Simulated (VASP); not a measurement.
TiO2:

```
Ti O
1.0
     4.59984    0.00000    0.00000
     0.00000    4.59984    0.00000
     0.00000    0.00000    2.95921
Ti O
2 4
Direct
  0.50000 0.50000 0.00000
  0.00000 0.00000 0.50000
  0.69568 0.69568 0.50000
  0.80432 0.19568 0.00000
  0.19568 0.80432 0.00000
  0.30432 0.30432 0.50000
```

Base run:

```yaml
Program: VASP 6.6.1
Functional: PBE
Potentials_or_basis: VASP PAW PBE potentials, release 64 (Ti_sv, O)
Cutoff: 520 eV
k_mesh: 7 × 7 × 11
Occupations: fermi-dirac, width 0.01 eV
Spin: no spin polarisation
```

Its results: band gap on the k mesh 1.84 eV, direct; pressure 4.9 GPa; largest force 0.021 eV/Å.

**Question.** The run is repeated on the same cell with these changes: functional from PBE to r2SCAN. What comes out?

**Answer.** Band gap on the k mesh 2.21 eV, direct; pressure 0.3 GPa; largest force 0.024 eV/Å.

r2SCAN gives the wider gap, since meta-GGAs in the generalised Kohn-Sham scheme recover part of the derivative discontinuity.

Caveats: the PAW data sets were made with another functional, which shifts forces and pressure a little (some runs).

A k mesh can miss the band edges.
